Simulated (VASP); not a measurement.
Set up this calculation in VASP 6.6.1, as the native input.

```
Task                               : single point
Functional                         : PBEsol-based screened hybrid with 25 % exact exchange
Potentials or basis                : VASP PAW PBE potentials, release 64 (Nb_sv)
Cutoff                             : 520 eV
k mesh                             : 6 × 6 × 6
Occupations                        : fermi-dirac, width 0.05 eV
Spin                               : no spin polarisation
Dipole correction                  : no
Grid for exact exchange (PRECFOCK) : Normal
Share of exact exchange            : 0.25
Further INCAR settings             : ALGO = Normal; EDIFF = 1e-07; NBANDS = 12
Screening parameter                : 0.207 1/Å
```

The system is Nb.

```
CELL_PARAMETERS angstrom
0.00000 2.09244 2.09244
2.09244 0.00000 2.09244
2.09244 2.09244 0.00000
ATOMIC_POSITIONS crystal
Nb 0.00000 0.00000 0.00000
```

This isn't the form of Nb at room conditions, which is bcc.

These files were run (other wordings do the same):

POSCAR

```
Nb
1.0
    0.0000000000      2.0924387021      2.0924387021
    2.0924387021      0.0000000000      2.0924387021
    2.0924387021      2.0924387021      0.0000000000
Nb
1
Direct
    0.0000000000      0.0000000000      0.0000000000
```

INCAR.step1

```
PREC = Accurate
ENCUT = 520
EDIFF = 1E-5
ISMEAR = -1
SIGMA = 0.05
LREAL = F
LASPH = T
NELM = 100
ALGO = Normal
ISIF = 2
LWAVE = T
GGA = PE
NBANDS = 12
```

INCAR.step2

```
PREC = Accurate
ENCUT = 520
EDIFF = 1E-7
ISMEAR = -1
SIGMA = 0.05
LREAL = F
LASPH = T
NELM = 100
ALGO = Normal
ISIF = 2
LWAVE = F
LCHARG = T
GGA = PS
LHFCALC = T
AEXX = 0.25
HFSCREEN = 0.207
PRECFOCK = Normal
LELF = T
LVHAR = T
ISTART = 1
NBANDS = 12
```

KPOINTS

```
Automatic mesh
0
Gamma
  6 6 6
```

Potentials or basis: VASP PAW PBE potentials, release 64 (Nb_sv).

Launch:

```sh
$ cat potpaw_PBE.64/Nb_sv/POTCAR > POTCAR
$ cp INCAR.step1 INCAR
$ mpirun -np 1 vasp_std > vasp.out
$ cp INCAR.step2 INCAR
$ mpirun -np 1 vasp_std > vasp.out
```

It gave:

| Item | Value |
| --- | --- |
| Pressure | -0.4 GPa |
| Band gap on the k mesh | zero (an odd number of electrons rules out a gap without spin polarisation) |

Caveat: the k points lie up to 0.43 Å⁻¹ apart, too coarse for converged energies and pressures of a metal; the PAW data sets were made with another functional, which shifts forces and pressure a little.

Wall time 9.9 min on 1 thread of Intel(R) Xeon(R) Platinum 8559C (Emerald Rapids) (shared host), peak memory 0.24 GiB.
